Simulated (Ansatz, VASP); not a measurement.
**Two plane-wave programs on Se**

INCAR

```
PREC = Accurate
ENCUT = 600
EDIFF = 1E-7
ISMEAR = 0
SIGMA = 0.1
LREAL = F
LASPH = T
NELM = 60
ALGO = Normal
ISIF = 3
LWAVE = F
LCHARG = F
GGA = PS
IBRION = 2
NSW = 90
EDIFFG = -0.04
```

The input KPOINTS:

```
Automatic mesh
0
Gamma
  6 6 4
```

The input POSCAR:

```
Se
1.0
    3.4466147851      0.0000000000      0.0000000000
   -1.7233073925      2.9848559609      0.0000000000
    0.0000000000      0.0000000000      5.5940383272
Se
2
Direct
    0.3333333333      0.6666666667      0.2500000000
    0.6666666667      0.3333333333      0.7500000000
```

Input for Ansatz:

```yaml
crystal:
  lattice:
    - [3.4466147851, 0.0, 0.0]
    - [-1.7233073925, 2.9848559609, 0.0]
    - [0.0, 0.0, 5.5940383272]
  atoms:
    - { symbol: Se, position: [0.3333333333, 0.6666666667, 0.25] }
    - { symbol: Se, position: [0.6666666667, 0.3333333333, 0.75] }
basis:
  ecutwfc: 420
kpoints:
  mp_grid: { grid: [6, 6, 4] }
hamiltonian:
  xc: pbesol
scf:
  occupations: { method: gaussian, width: 0.1 }
  lower_state_search: "off"
output:
  forces: true
  stress: true
  eigenvalues: true
relax:
  adjacent_minimum: "off"
  f_tol: 0.04
  max_steps: 70
  cell: { stress_tol: 0.4 }
```

Alike in both runs: task relaxation of cell and atoms; functional PBEsol; k mesh 6 × 6 × 4; occupations gaussian, width 0.1 eV; no spin polarisation.

|  | VASP | Ansatz |
| --- | --- | --- |
| version | VASP 6.6.1 | Ansatz 0.2.0 |
| potentials or method | VASP PAW PBE potentials, release 64 (Se), cutoff 600 eV | scalar-relativistic, plane waves, PAW |
| valence electrons in the cell | 12 | 32 |

```tsv
	VASP	Ansatz	Ansatz less VASP
gap on the k mesh at the Fermi level, each at its own relaxed structure (eV)	none	none	-
relaxed volume (Å³/atom)	20.54	20.47	-0.066
relaxed cell length with the largest relative difference (Å)	3.916	3.899	-0.0164
```

VASP's potentials were made for PBE, not for PBEsol. A gap of «none» marks a metal or a gap that the smearing closes. VASP's potentials hold 12 valence electrons a cell and Ansatz's 32, so a difference there can come from the potentials and not from the codes.

Noted on VASP's run: the volume moved by over 15 % at a fixed basis, so the end points are rough.
